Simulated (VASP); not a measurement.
# MgSe (m.b) (Fm-3m) in VASP: single point with PBE

Aim: the single point of MgSe (m.b) with PBE.

All numbers are computed with VASP 6.6.1; they aren't measurements. Logs are shortened: lines on timing, memory, paths and dates and some standing lists are left out, and cuts for length are marked.

## Step 1: The cell of the first run

The structure is cubic, space group Fm-3m (No. 225). Conventional cell: a = 5.508 Å, b = 5.508 Å, c = 5.508 Å, α = 90.00°, β = 90.00°, γ = 90.00°. Within 3.6 Å of Mg (site symmetry m-3m) lie 6 Se at 2.75 Å. Within 3.6 Å of Se (site symmetry m-3m) lie 6 Mg at 2.75 Å.

## Step 2: Single point, PBE

Contents of INCAR:

```
SYSTEM = MgSe
  PREC = Accurate
  ENCUT = 600
  EDIFF = 1E-6
  ISMEAR = 0
  SIGMA = 0.02
  LREAL = .False.
  LASPH = .True.
  NELM = 120
  ALGO = Normal
  ISIF = 2
  LWAVE = .False.
  LCHARG = .False.
  GGA = PE
  NBANDS = 11
  GGA_COMPAT = .False.
```

Contents of KPOINTS:

```
Automatic mesh
0
Gamma
  8 8 8
  0 0 0
```

Contents of POSCAR:

```
MgSe
1.0
    0.0000000000      2.7541231866      2.7541231866
    2.7541231866      0.0000000000      2.7541231866
    2.7541231866      2.7541231866      0.0000000000
Mg Se
1 1
Direct
    0.0000000000      0.0000000000      0.0000000000
    0.5000000000      0.5000000000      0.5000000000
```

Potentials or basis: VASP PAW PBE potentials, release 64 (Mg, Se).

Started as:

```sh
$ cat potpaw_PBE.64/Mg/POTCAR potpaw_PBE.64/Se/POTCAR > POTCAR
$ mpirun -np 1 vasp_std > vasp.out
```

OUTCAR:

```text
SYSTEM = MgSe
   PREC = Accurate
   ENCUT = 600
   EDIFF = 1E-6
   ISMEAR = 0
   LREAL = .False.
   LASPH = .True.
   NELM = 120
   ISIF = 2
   GGA = PE

 ion  position               nearest neighbor table
   1  0.000  0.000  0.000-   2 2.75   2 2.75   2 2.75   2 2.75   2 2.75   2 2.75
   2  0.500  0.500  0.500-   1 2.75   1 2.75   1 2.75   1 2.75   1 2.75   1 2.75

  LATTYP: Found a face centered cubic cell.
 ALAT       =     5.5082463732

  Lattice vectors:

 A1 = (   0.0000000000,   2.7541231866,   2.7541231866)
 A2 = (   2.7541231866,   0.0000000000,   2.7541231866)
 A3 = (   2.7541231866,   2.7541231866,   0.0000000000)

Analysis of symmetry for initial positions (statically):
=====================================================================
 Subroutine PRICEL returns:
 Original cell was already a primitive cell.

 Routine SETGRP: Setting up the symmetry group for a
 face centered cubic supercell.

 Subroutine GETGRP returns: Found 48 space group operations
 (whereof 48 operations were pure point group operations)
 out of a pool of 48 trial point group operations.

The static configuration has the point symmetry O_h .

Analysis of symmetry for dynamics (positions and initial velocities):
=====================================================================
 Subroutine PRICEL returns:
 Original cell was already a primitive cell.

 Routine SETGRP: Setting up the symmetry group for a
 face centered cubic supercell.

 Subroutine GETGRP returns: Found 48 space group operations
 (whereof 48 operations were pure point group operations)
 out of a pool of 48 trial point group operations.

The dynamic configuration has the point symmetry O_h .

 Subroutine INISYM returns: Found 48 space group operations
 (whereof 48 operations are pure point group operations),
 and found     1 'primitive' translations

----------------------------------------------------------------------------------------

                                     Primitive cell

  volume of cell :      41.7811

  direct lattice vectors                    reciprocal lattice vectors
     0.000000000  2.754123187  2.754123187    -0.181545983  0.181545983  0.181545983
     2.754123187  0.000000000  2.754123187     0.181545983 -0.181545983  0.181545983
     2.754123187  2.754123187  0.000000000     0.181545983  0.181545983 -0.181545983

  length of vectors
     3.894918363  3.894918363  3.894918363     0.314446866  0.314446866  0.314446866

  position of ions in fractional coordinates (direct lattice)
     0.000000000  0.000000000  0.000000000
     0.500000000  0.500000000  0.500000000

  ion indices of the primitive-cell ions
   primitive index   ion index
                 1           1
                 2           2

----------------------------------------------------------------------------------------

 KPOINTS: Automatic mesh

Automatic generation of k-mesh.
 Grid dimensions read from file:
 generate k-points for:    8    8    8

 Generating k-lattice:

  Cartesian coordinates                     Fractional coordinates (reciprocal lattice)
    -0.022693248  0.022693248  0.022693248     0.125000000  0.000000000  0.000000000
     0.022693248 -0.022693248  0.022693248     0.000000000  0.125000000  0.000000000
     0.022693248  0.022693248 -0.022693248     0.000000000  0.000000000  0.125000000

  Length of vectors
     0.039305858  0.039305858  0.039305858

  Shift w.r.t. Gamma in fractional coordinates (k-lattice)
     0.000000000  0.000000000  0.000000000

 Subroutine IBZKPT returns following result:
 ===========================================

 Found     29 irreducible k-points:

 Following reciprocal coordinates:
            Coordinates               Weight
  0.000000  0.000000  0.000000      1.000000
  0.125000  0.000000  0.000000      8.000000
  0.250000  0.000000  0.000000      8.000000
  0.375000  0.000000  0.000000      8.000000
  0.500000  0.000000  0.000000      4.000000
  0.125000  0.125000  0.000000      6.000000
[... 16 lines left out ...]
  0.500000  0.250000  0.125000     48.000000
 -0.375000  0.250000  0.125000     24.000000
 [... further k-points ...]
   k-points           NKPTS =     29   k-points in BZ     NKDIM =     29   number of bands    NBANDS=     11
   number of dos      NEDOS =    301   number of ions     NIONS =      2
   total plane-waves  NPLWV =  32768
   dimension x,y,z NGX =    32 NGY =   32 NGZ =   32
   dimension x,y,z NGXF=    64 NGYF=   64 NGZF=   64
   ions per type =               1   1
   NGX,Y,Z   is equivalent  to a cutoff of  13.66, 13.66, 13.66 a.u.
   NGXF,Y,Z  is equivalent  to a cutoff of  27.32, 27.32, 27.32 a.u.
 SYSTEM =  MgSe
   PREC   = accura    normal or accurate (medium, high low for compatibility)
   ISTART =      0    job   : 0-new  1-cont  2-samecut
   ICHARG =      2    charge: 1-file 2-atom 10-const
   ISPIN  =      1    spin polarized calculation?
   LNONCOLLINEAR =      F non collinear calculations
   LSORBIT =      F    spin-orbit coupling
   LASPH  =      T    aspherical Exc in radial PAW
   ENCUT  =  600.0 eV  44.10 Ry    6.64 a.u.   7.78  7.78  7.78*2*pi/ulx,y,z
   NELM   =    120;   NELMIN=  2; NELMDL= -5     # of ELM steps
   EDIFF  = 0.1E-05   stopping-criterion for ELM
   LREAL  =      F    real-space projection
   EDIFFG = 0.1E-04   stopping-criterion for IOM
   NSW    =      0    number of steps for IOM
   IBRION =     -1    ionic relax: 0-MD 1-quasi-New 2-CG
   NFREE  =      0    steps in history (QN), initial steepest desc. (CG)
   ISIF   =      2    stress and relaxation
   ISYM   =      2    0-nonsym 1-usesym 2-fastsym
   POTIM  = 0.5000    time-step for ionic-motion
   TEBEG  =    0.0;   TEEND  =   0.0 temperature during run
   PSTRESS=    0.0 pullay stress
   NELECT =       8.0000    total number of electrons
   NUPDOWN=      -1.0000    fix difference up-down
   EMIN   =  10.00;   EMAX   =-10.00  energy-range for DOS
   EFERMI =   0.00;   METHOD = LEGACY
   ISMEAR =     0;   SIGMA  =   0.02  broadening in eV -4-tet -1-fermi 0-gaus
   EFERMI_NEDOS =   21; number of points for ismear=-14 and -15
   IALGO  =     38    algorithm
   IMIX   =      4    mixing-type and parameters
     AMIX     =   0.40;   BMIX     =  1.00
     AMIX_MAG =   1.60;   BMIX_MAG =  1.00
  volume/ion in A,a.u.               =      20.89       140.98
  Fermi-wavevector in a.u.,A,eV,Ry     =   0.943579  1.783105 12.113822  0.890341
  Thomas-Fermi vector in A             =   2.071300
   LORBIT       =      0    0 simple, 1 ext, 2 COOP (PROOUT), +10 PAW based schemes
   GGA     = PE    functional components
   LHFCALC =     F    Hartree Fock is set to
   AEXX    =    0.0000 exact exchange contribution
   IVDW    =     0    specifies the selected vdW correction
   LEPSILON=     F    determine dielectric tensor
   LRPA    =     F    only Hartree local field effects (RPA)
 non-spin polarized calculation
 Gauss-broadening in eV      SIGMA  =   0.02
  energy-cutoff  :      600.00
  volume of cell :       41.78
 maximum number of plane-waves:      1411
   NGX = 15   NGY = 15   NGZ = 15

 number of electron       8.0000001 magnetization

 Free energy of the ion-electron system (eV)
  ---------------------------------------------------
  ext. energy  EPLUGINS =         0.00000000
  ---------------------------------------------------
  free energy    TOTEN  =        -7.49047352 eV

  energy without entropy =       -7.49047352  energy(sigma->0) =       -7.49047352

 E-fermi :   3.0501     XC(G=0):  -9.3635

 val. band max:        2.9674495160   @ k =   0.0000   0.0000   0.0000
 cond. band min:       4.7162626998   @ k =   0.5000   0.5000   0.0000
 fundamental gap:      1.7488131839
 Fermi energy:         3.0500714178

 k-point     1 :       0.0000    0.0000    0.0000
  band No.  band energies     occupation
      1      -9.8065      2.00000
      2       2.9674      2.00000
      3       2.9674      2.00000
      4       2.9674      2.00000
      5       5.3578      0.00000
      6      10.3890      0.00000
      7      10.3890      0.00000
      8      10.3890      0.00000
      9      12.8800      0.00000
     10      12.8800      0.00000
     11      13.9073      0.00000

 k-point     2 :       0.1250    0.0000    0.0000
  band No.  band energies     occupation
      1      -9.6809      2.00000
      2       1.7689      2.00000
      3       2.8731      2.00000
      4       2.8731      2.00000
      5       6.3351      0.00000
      6      10.0539      0.00000
      7      10.5953      0.00000
      8      10.5953      0.00000
      9      11.8576      0.00000
     10      11.8576      0.00000
     11      13.5567      0.00000

 k-point     3 :       0.2500    0.0000    0.0000
  band No.  band energies     occupation
      1      -9.3458      2.00000
      2       0.0341      2.00000
      3       2.6681      2.00000
      4       2.6681      2.00000
      5       6.9823      0.00000
      6       9.9921      0.00000
      7       9.9921      0.00000
      8      10.5714      0.00000
      9      12.4879      0.00000
     10      12.4879      0.00000
     11      12.8233      0.00000

 k-point     4 :       0.3750    0.0000    0.0000
  band No.  band energies     occupation
      1      -8.9487      2.00000
      2      -1.3001      2.00000
      3       2.4885      2.00000
      4       2.4885      2.00000
      5       6.8557      0.00000
      6       9.2786      0.00000
      7       9.2786      0.00000
      8      11.3943      0.00000
      9      13.1494      0.00000
     10      14.3768      0.00000
     11      14.3768      0.00000
[... 239 lines left out ...]
 k-point    22 :       0.3750    0.2500    0.1250
  band No.  band energies     occupation
      1      -9.0862      2.00000
      2      -0.2111      2.00000
      3       1.5000      2.00000
      4       2.3029      2.00000
      5       7.7090      0.00000
      6       9.0172      0.00000
      7       9.1553      0.00000
      8      11.2465      0.00000
      9      12.4110      0.00000
     10      15.2807      0.00000
     11      15.6966      0.00000

 k-point    23 :       0.5000    0.2500    0.1250
  band No.  band energies     occupation
      1      -8.7545      2.00000
      2      -0.9674      2.00000
      3       0.9749      2.00000
      4       1.9806      2.00000
      5       7.6450      0.00000
      6       8.6092      0.00000
      7      10.1428      0.00000
      8      11.1362      0.00000
      9      13.6828      0.00000
     10      15.5085      0.00000
     11      16.2370      0.00000

 k-point    24 :      -0.3750    0.2500    0.1250
  band No.  band energies     occupation
      1      -8.6003      2.00000
      2      -1.3084      2.00000
      3       0.8367      2.00000
      4       1.8106      2.00000
      5       7.6317      0.00000
      6       8.3255      0.00000
      7      10.6184      0.00000
      8      11.8887      0.00000
      9      13.9142      0.00000
     10      14.4968      0.00000
     11      16.9140      0.00000

 [... further k-points ...]
[... 5 lines left out ...]
  --------------------------------------------------------------------------------------
  -------------------------------------------------------------------------------------
  Total       -0.0320258     -0.0320258     -0.0320258     -0.0000000     -0.0000000      0.0000000
  in kB       -1.2280913     -1.2280913     -1.2280913     -0.0000000     -0.0000000      0.0000000
  external PRESSURE =      -1.2280913 kB  Pullay stress =       0.0000000 kB

 VOLUME and BASIS-vectors are now :
 -----------------------------------------------------------------------------
  energy-cutoff  :      600.00
  volume of cell :       41.78
      direct lattice vectors                 reciprocal lattice vectors
     0.000000000  2.754123187  2.754123187    -0.181545983  0.181545983  0.181545983
     2.754123187  0.000000000  2.754123187     0.181545983 -0.181545983  0.181545983
     2.754123187  2.754123187  0.000000000     0.181545983  0.181545983 -0.181545983

 POSITION                                       TOTAL-FORCE (eV/Angst)
 -----------------------------------------------------------------------------------
      0.00000      0.00000      0.00000        -0.000000      0.000000      0.000000
      2.75412      2.75412      2.75412         0.000000     -0.000000     -0.000000
 -----------------------------------------------------------------------------------
    total drift:                               -0.000000     -0.000000      0.000000

  FREE ENERGIE OF THE ION-ELECTRON SYSTEM (eV)
  ---------------------------------------------------
  free  energy   TOTEN  =        -7.4904735170 eV

  energy  without entropy=       -7.4904735170  energy(sigma->0) =       -7.49047352
```

Wall time 13 s (1 thread of AMD EPYC 9R45 (Zen 5), shared host); peak memory 0.14 GiB.

What came out:

- Free energy: -7.4905 eV
- Pressure: -0.1 GPa
- Band gap on the k mesh: 1.75 eV, indirect (least direct gap 2.39 eV)
